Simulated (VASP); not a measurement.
# Ni (Fm-3m) in VASP: further runs

The runs below take Ni through single point, with PBE.

Program: VASP 6.6.1. These are calculated values, not measurements. Logs are shortened: lines on timing, memory, paths and dates and some standing lists are left out, and cuts for length are marked.

## (1) The cell of the first run

It takes space group Fm-3m (No. 225, cubic). Conventional cell: a = 3.542 Å, b = 3.542 Å, c = 3.542 Å, α = 90.00°, β = 90.00°, γ = 90.00°. Ni (site symmetry m-3m) has 12 Ni at 2.50 Å within 3.3 Å.

## (2) Single point, PBE, collinear spin, ferromagnetic start (11.11 Å³/atom)

File INCAR:

```
PREC = Accurate ; ENCUT = 520
EDIFF = 1E-6 ; ISMEAR = 0
SIGMA = 0.05 ; LREAL = False
LASPH = True ; NELM = 150
ALGO = Fast ; ISIF = 2
LWAVE = False ; LCHARG = False
ISPIN = 2 ; MAGMOM = 0.76
LORBIT = 11 ; LMAXMIX = 4
GGA = PE ; NBANDS = 15
```

File KPOINTS:

```
regular mesh
0
Gamma
  22 22 22
```

File POSCAR:

```
Ni
1.0
    0.0000000000      1.7709610164      1.7709610164
    1.7709610164      0.0000000000      1.7709610164
    1.7709610164      1.7709610164      0.0000000000
Ni
1
Direct
    0.0000000000      0.0000000000      0.0000000000
```

Potentials or basis: VASP PAW PBE potentials, release 64 (Ni).

On the command line:

```console
> cat potpaw_PBE.64/Ni/POTCAR > POTCAR
> mpirun -np 1 vasp_std > vasp.out
```

OUTCAR:

```text
PREC = Accurate
   ENCUT = 520
   EDIFF = 1E-6
   ISMEAR = 0
   LREAL = False
   LASPH = True
   NELM = 150
   ISIF = 2
   ISPIN = 2
   LORBIT = 11
   GGA = PE

 ion  position               nearest neighbor table
   1  0.000  0.000  0.000-

  LATTYP: Found a face centered cubic cell.
 ALAT       =     3.5419220328

  Lattice vectors:

 A1 = (   0.0000000000,   1.7709610164,   1.7709610164)
 A2 = (   1.7709610164,   0.0000000000,   1.7709610164)
 A3 = (   1.7709610164,   1.7709610164,   0.0000000000)

Analysis of symmetry for initial positions (statically):
=====================================================================
 Subroutine PRICEL returns:
 Original cell was already a primitive cell.

 Routine SETGRP: Setting up the symmetry group for a
 face centered cubic supercell.

 Subroutine GETGRP returns: Found 48 space group operations
 (whereof 48 operations were pure point group operations)
 out of a pool of 48 trial point group operations.

The static configuration has the point symmetry O_h .

Analysis of symmetry for dynamics (positions and initial velocities):
=====================================================================
 Subroutine PRICEL returns:
 Original cell was already a primitive cell.

 Routine SETGRP: Setting up the symmetry group for a
 face centered cubic supercell.

 Subroutine GETGRP returns: Found 48 space group operations
 (whereof 48 operations were pure point group operations)
 out of a pool of 48 trial point group operations.

The dynamic configuration has the point symmetry O_h .

Analysis of structural, dynamic, and magnetic symmetry:
=====================================================================
 Subroutine PRICEL returns:
 Original cell was already a primitive cell.

 Routine SETGRP: Setting up the symmetry group for a
 face centered cubic supercell.

 Subroutine GETGRP returns: Found 48 space group operations
 (whereof 48 operations were pure point group operations)
 out of a pool of 48 trial point group operations.

The overall configuration has the point symmetry O_h .

 Subroutine INISYM returns: Found 48 space group operations
 (whereof 48 operations are pure point group operations),
 and found     1 'primitive' translations

----------------------------------------------------------------------------------------

                                     Primitive cell

  volume of cell :      11.1085

  direct lattice vectors                    reciprocal lattice vectors
     0.000000000  1.770961016  1.770961016    -0.282332584  0.282332584  0.282332584
     1.770961016  0.000000000  1.770961016     0.282332584 -0.282332584  0.282332584
     1.770961016  1.770961016  0.000000000     0.282332584  0.282332584 -0.282332584

  length of vectors
     2.504517088  2.504517088  2.504517088     0.489014380  0.489014380  0.489014380

  position of ions in fractional coordinates (direct lattice)
     0.000000000  0.000000000  0.000000000

  ion indices of the primitive-cell ions
   primitive index   ion index
                 1           1

----------------------------------------------------------------------------------------

 KPOINTS: regular mesh

Automatic generation of k-mesh.
 Grid dimensions read from file:
 generate k-points for:   22   22   22

 Generating k-lattice:

  Cartesian coordinates                     Fractional coordinates (reciprocal lattice)
    -0.012833299  0.012833299  0.012833299     0.045454545  0.000000000  0.000000000
     0.012833299 -0.012833299  0.012833299     0.000000000  0.045454545  0.000000000
     0.012833299  0.012833299 -0.012833299     0.000000000  0.000000000  0.045454545

  Length of vectors
     0.022227926  0.022227926  0.022227926

  Shift w.r.t. Gamma in fractional coordinates (k-lattice)
     0.000000000  0.000000000  0.000000000

 Subroutine IBZKPT returns following result:
 ===========================================

 Found    328 irreducible k-points:

 Following reciprocal coordinates:
            Coordinates               Weight
  0.000000  0.000000  0.000000      1.000000
  0.045455  0.000000  0.000000      8.000000
  0.090909  0.000000  0.000000      8.000000
  0.136364  0.000000  0.000000      8.000000
  0.181818  0.000000  0.000000      8.000000
  0.227273  0.000000  0.000000      8.000000
[... 16 lines left out ...]
  0.500000  0.045455  0.000000     24.000000
 -0.454545  0.045455  0.000000     24.000000
 [... further k-points ...]
   k-points           NKPTS =    328   k-points in BZ     NKDIM =    328   number of bands    NBANDS=     15
   number of dos      NEDOS =    301   number of ions     NIONS =      1
   total plane-waves  NPLWV =   8000
   dimension x,y,z NGX =    20 NGY =   20 NGZ =   20
   dimension x,y,z NGXF=    40 NGYF=   40 NGZF=   40
   ions per type =               1
   NGX,Y,Z   is equivalent  to a cutoff of  13.28, 13.28, 13.28 a.u.
   NGXF,Y,Z  is equivalent  to a cutoff of  26.55, 26.55, 26.55 a.u.
 SYSTEM =  unknown system
   PREC   = accura    normal or accurate (medium, high low for compatibility)
   ISTART =      0    job   : 0-new  1-cont  2-samecut
   ICHARG =      2    charge: 1-file 2-atom 10-const
   ISPIN  =      2    spin polarized calculation?
   LNONCOLLINEAR =      F non collinear calculations
   LSORBIT =      F    spin-orbit coupling
   LASPH  =      T    aspherical Exc in radial PAW
   ENCUT  =  520.0 eV  38.22 Ry    6.18 a.u.   4.66  4.66  4.66*2*pi/ulx,y,z
   NELM   =    150;   NELMIN=  2; NELMDL= -5     # of ELM steps
   EDIFF  = 0.1E-05   stopping-criterion for ELM
   LREAL  =      F    real-space projection
   EDIFFG = 0.1E-04   stopping-criterion for IOM
   NSW    =      0    number of steps for IOM
   IBRION =     -1    ionic relax: 0-MD 1-quasi-New 2-CG
   NFREE  =      0    steps in history (QN), initial steepest desc. (CG)
   ISIF   =      2    stress and relaxation
   ISYM   =      2    0-nonsym 1-usesym 2-fastsym
   POTIM  = 0.5000    time-step for ionic-motion
   TEBEG  =    0.0;   TEEND  =   0.0 temperature during run
   PSTRESS=    0.0 pullay stress
   NELECT =      10.0000    total number of electrons
   NUPDOWN=      -1.0000    fix difference up-down
   EMIN   =  10.00;   EMAX   =-10.00  energy-range for DOS
   EFERMI =   0.00;   METHOD = LEGACY
   ISMEAR =     0;   SIGMA  =   0.05  broadening in eV -4-tet -1-fermi 0-gaus
   EFERMI_NEDOS =   21; number of points for ismear=-14 and -15
   IALGO  =     68    algorithm
   IMIX   =      4    mixing-type and parameters
     AMIX     =   0.40;   BMIX     =  1.00
     AMIX_MAG =   1.60;   BMIX_MAG =  1.00
  volume/ion in A,a.u.               =      11.11        74.96
  Fermi-wavevector in a.u.,A,eV,Ry     =   1.580723  2.987134 33.996685  2.498686
  Thomas-Fermi vector in A             =   2.680907
   LORBIT       =     11    0 simple, 1 ext, 2 COOP (PROOUT), +10 PAW based schemes
   GGA     = PE    functional components
   LHFCALC =     F    Hartree Fock is set to
   AEXX    =    0.0000 exact exchange contribution
   IVDW    =     0    specifies the selected vdW correction
   LEPSILON=     F    determine dielectric tensor
   LRPA    =     F    only Hartree local field effects (RPA)
 spin polarized calculation
 RMM-DIIS sequential band-by-band and
 Gauss-broadening in eV      SIGMA  =   0.05
  energy-cutoff  :      520.00
  volume of cell :       11.11
 maximum number of plane-waves:       310
   NGX =  9   NGY =  9   NGZ =  9

 number of electron      10.0000009 magnetization       0.6468375

 Free energy of the ion-electron system (eV)
  ---------------------------------------------------
  ext. energy  EPLUGINS =         0.00000000
  ---------------------------------------------------
  free energy    TOTEN  =        -5.46913757 eV

  energy without entropy =       -5.46725323  energy(sigma->0) =       -5.46819540

 E-fermi :   9.0989     XC(G=0): -13.1335

 val. band max:        9.0951530620   @ k =   0.4545   0.0909   0.0455
 cond. band min:       9.0993194406   @ k =  -0.4545   0.5000   0.0455
 fundamental gap:      0.0041663786
 Fermi energy:         9.0988594306

 spin component 1

 k-point     1 :       0.0000    0.0000    0.0000
  band No.  band energies     occupation
      1       0.2182      1.00000
      2       6.6864      1.00000
      3       6.6864      1.00000
      4       6.6864      1.00000
      5       7.8370      1.00000
      6       7.8370      1.00000
      7      32.6320      0.00000
      8      36.3297      0.00000
      9      36.3297      0.00000
     10      36.3297      0.00000
     11      39.1992      0.00000
     12      39.1992      0.00000
     13      39.1992      0.00000
     14      42.2200      0.00000
     15      48.2773      0.00000
[... 397 lines left out ...]
 k-point    24 :      -0.4545    0.0455    0.0000
  band No.  band energies     occupation
      1       4.3835      1.00000
      2       6.6893      1.00000
      3       6.7451      1.00000
      4       7.9919      1.00000
      5       8.4258      1.00000
      6       9.2138      0.00058
      7      14.8513      0.00000
      8      30.6473      0.00000
      9      32.5627      0.00000
     10      33.1467      0.00000
     11      36.7205      0.00000
     12      37.4217      0.00000
     13      42.7937      0.00000
     14      53.7131      0.00000
     15      54.4904      0.00000

 [... further k-points ...]

 spin component 2

 k-point     1 :       0.0000    0.0000    0.0000
  band No.  band energies     occupation
      1       0.1830      1.00000
      2       7.4665      1.00000
      3       7.4665      1.00000
      4       7.4665      1.00000
      5       8.4357      1.00000
      6       8.4357      1.00000
      7      32.4644      0.00000
      8      36.3133      0.00000
      9      36.3133      0.00000
     10      36.3133      0.00000
     11      39.3031      0.00000
     12      39.3031      0.00000
     13      39.3031      0.00000
     14      42.0930      0.00000
     15      48.4750      0.00000
[... 397 lines left out ...]
 k-point    24 :      -0.4545    0.0455    0.0000
  band No.  band energies     occupation
      1       4.8240      1.00000
      2       7.3126      1.00000
      3       7.3801      1.00000
      4       8.3346      1.00000
      5       9.2033      0.00156
      6       9.6293      0.00000
      7      15.2616      0.00000
      8      30.5489      0.00000
      9      32.6194      0.00000
     10      33.2325      0.00000
     11      36.7662      0.00000
     12      37.4502      0.00000
     13      42.9138      0.00000
     14      53.7814      0.00000
     15      54.5895      0.00000

 [... further k-points ...]

------------------------ aborting loop because EDIFF is reached ----------------------------------------

  FORCE on cell =-STRESS in cart. coord.  units (eV):
  Direction    XX          YY          ZZ          XY          YZ          ZX
  --------------------------------------------------------------------------------------
  -------------------------------------------------------------------------------------
  Total       -0.2906403     -0.2906403     -0.2906403      0.0000000      0.0000000     -0.0000000
  in kB      -41.9188486    -41.9188486    -41.9188486      0.0000000      0.0000000     -0.0000000
  external PRESSURE =     -41.9188486 kB  Pullay stress =       0.0000000 kB

 VOLUME and BASIS-vectors are now :
 -----------------------------------------------------------------------------
  energy-cutoff  :      520.00
  volume of cell :       11.11
      direct lattice vectors                 reciprocal lattice vectors
     0.000000000  1.770961016  1.770961016    -0.282332584  0.282332584  0.282332584
     1.770961016  0.000000000  1.770961016     0.282332584 -0.282332584  0.282332584
     1.770961016  1.770961016  0.000000000     0.282332584  0.282332584 -0.282332584

 POSITION                                       TOTAL-FORCE (eV/Angst)
 -----------------------------------------------------------------------------------
      0.00000      0.00000      0.00000         0.000000      0.000000      0.000000
 -----------------------------------------------------------------------------------
    total drift:                                0.000000      0.000000      0.000000

  FREE ENERGIE OF THE ION-ELECTRON SYSTEM (eV)
  ---------------------------------------------------
  free  energy   TOTEN  =        -5.4691375705 eV

  energy  without entropy=       -5.4672532350  energy(sigma->0) =       -5.46819540

 total charge

# of ion       s       p       d       tot
------------------------------------------
    1        0.489   0.480   8.304   9.273

 magnetization (x)

# of ion       s       p       d       tot
------------------------------------------
    1       -0.006  -0.025   0.692   0.661
```

Run time: 2.6 min. Hardware: 1 thread of Intel Xeon 8259CL, shared host; peak memory 0.2 GiB.

What came out:

- Free energy: -5.4691 eV
- Pressure: -4.2 GPa
- Net moment: 0.65 μB per cell
- Site moments: Ni +0.66 μB
- Valence electrons inside the program's atomic spheres: Ni 9.27

Caveat: the cell stands under tension.

## (3) Single point, PBE, collinear spin, ferromagnetic start (11.33 Å³/atom)

This run uses another cell than the first one, of 11.33 Å³/atom.

File INCAR:

```
SYSTEM = Ni
ALGO = Normal
EDIFF = 1E-6
ENCUT = 520
GGA = PE
ISIF = 2
ISMEAR = 0
ISPIN = 2
LASPH = .TRUE.
LCHARG = .TRUE.
LELF = .TRUE.
LMAXMIX = 4
LORBIT = 11
LREAL = .FALSE.
LVHAR = .TRUE.
LWAVE = .FALSE.
MAGMOM = 0.76
NBANDS = 15
NELM = 150
PREC = Accurate
SIGMA = 0.05
```

File KPOINTS:

```
k-points
0
G
  22 22 22
  0 0 0
```

File POSCAR:

```
Ni
1.0
    0.0000000000      1.7824610855      1.7824610855
    1.7824610855      0.0000000000      1.7824610855
    1.7824610855      1.7824610855      0.0000000000
Ni
1
Direct
    0.0000000000      0.0000000000      0.0000000000
```

Potentials or basis: VASP PAW PBE potentials, release 64 (Ni).

On the command line:

```console
> cat potpaw_PBE.64/Ni/POTCAR > POTCAR
> mpirun -np 1 vasp_std > vasp.out
```

OUTCAR:

```text
SYSTEM = Ni
   EDIFF = 1E-6
   ENCUT = 520
   GGA = PE
   ISIF = 2
   ISMEAR = 0
   ISPIN = 2
   LASPH = .TRUE.
   LORBIT = 11
   LREAL = .FALSE.
   NELM = 150
   PREC = Accurate

 ion  position               nearest neighbor table
   1  0.000  0.000  0.000-

  LATTYP: Found a face centered cubic cell.
 ALAT       =     3.5649221710

  Lattice vectors:

 A1 = (   0.0000000000,   1.7824610855,   1.7824610855)
 A2 = (   1.7824610855,   0.0000000000,   1.7824610855)
 A3 = (   1.7824610855,   1.7824610855,   0.0000000000)

Analysis of symmetry for initial positions (statically):
=====================================================================
 Subroutine PRICEL returns:
 Original cell was already a primitive cell.

 Routine SETGRP: Setting up the symmetry group for a
 face centered cubic supercell.

 Subroutine GETGRP returns: Found 48 space group operations
 (whereof 48 operations were pure point group operations)
 out of a pool of 48 trial point group operations.
[... 620 lines left out ...]
 k-point     1 :       0.0000    0.0000    0.0000
  band No.  band energies     occupation
      1       0.0474      1.00000
      2       7.2486      1.00000
      3       7.2486      1.00000
      4       7.2486      1.00000
      5       8.1854      1.00000
      6       8.1854      1.00000
      7      32.0278      0.00000
      8      35.7317      0.00000
      9      35.7317      0.00000
     10      35.7317      0.00000
     11      38.6622      0.00000
     12      38.6622      0.00000
     13      38.6622      0.00000
     14      41.4918      0.00000
[... 403 lines left out ...]
      4       8.1015      1.00000
      5       8.9343      0.00203
      6       9.3580      0.00000
      7      14.8597      0.00000
      8      30.1034      0.00000
      9      32.0478      0.00000
     10      32.6379      0.00000
     11      36.1679      0.00000
     12      36.8503      0.00000
     13      42.1732      0.00000
     14      52.9698      0.00000
     15      53.7168      0.00000

 [... further k-points ...]
[... 5 lines left out ...]
  --------------------------------------------------------------------------------------
  -------------------------------------------------------------------------------------
  Total       -0.4991213     -0.4991213     -0.4991213      0.0000000     -0.0000000     -0.0000000
  in kB      -70.6035487    -70.6035487    -70.6035487      0.0000000     -0.0000000     -0.0000000
  external PRESSURE =     -70.6035487 kB  Pullay stress =       0.0000000 kB

 VOLUME and BASIS-vectors are now :
 -----------------------------------------------------------------------------
  energy-cutoff  :      520.00
  volume of cell :       11.33
      direct lattice vectors                 reciprocal lattice vectors
     0.000000000  1.782461086  1.782461086    -0.280511033  0.280511033  0.280511033
     1.782461086  0.000000000  1.782461086     0.280511033 -0.280511033  0.280511033
     1.782461086  1.782461086  0.000000000     0.280511033  0.280511033 -0.280511033

 POSITION                                       TOTAL-FORCE (eV/Angst)
 -----------------------------------------------------------------------------------
      0.00000      0.00000      0.00000         0.000000     -0.000000     -0.000000
 -----------------------------------------------------------------------------------
    total drift:                                0.000000      0.000000      0.000000

  FREE ENERGIE OF THE ION-ELECTRON SYSTEM (eV)
  ---------------------------------------------------
  free  energy   TOTEN  =        -5.4617581784 eV

  energy  without entropy=       -5.4598289802  energy(sigma->0) =       -5.46079358

 total charge

# of ion       s       p       d       tot
------------------------------------------
    1        0.481   0.464   8.296   9.241

 magnetization (x)

# of ion       s       p       d       tot
------------------------------------------
    1       -0.006  -0.025   0.695   0.664
```

stdout:

```text
POSCAR found type information on POSCAR Ni
 POSCAR found :  1 types and       1 ions
 scaLAPACK will be used
 LDA part: xc-table for (Slater+PW92), standard interpolation
 POSCAR, INCAR and KPOINTS ok, starting setup
 FFT: planning ... GRIDC
 FFT: planning ... GRID_SOFT
 FFT: planning ... GRID
 WAVECAR not read
 entering main loop
```

Run time: 2.9 min. Hardware: 1 thread of Intel Xeon 8259CL, shared host; peak memory 0.2 GiB.

What came out:

* Free energy: -5.4618 eV
* Pressure: -7.1 GPa
* Net moment: 0.65 μB per cell
* Site moments: Ni +0.66 μB
* Valence electrons inside the program's atomic spheres: Ni 9.24

Caveat: the cell stands under tension.
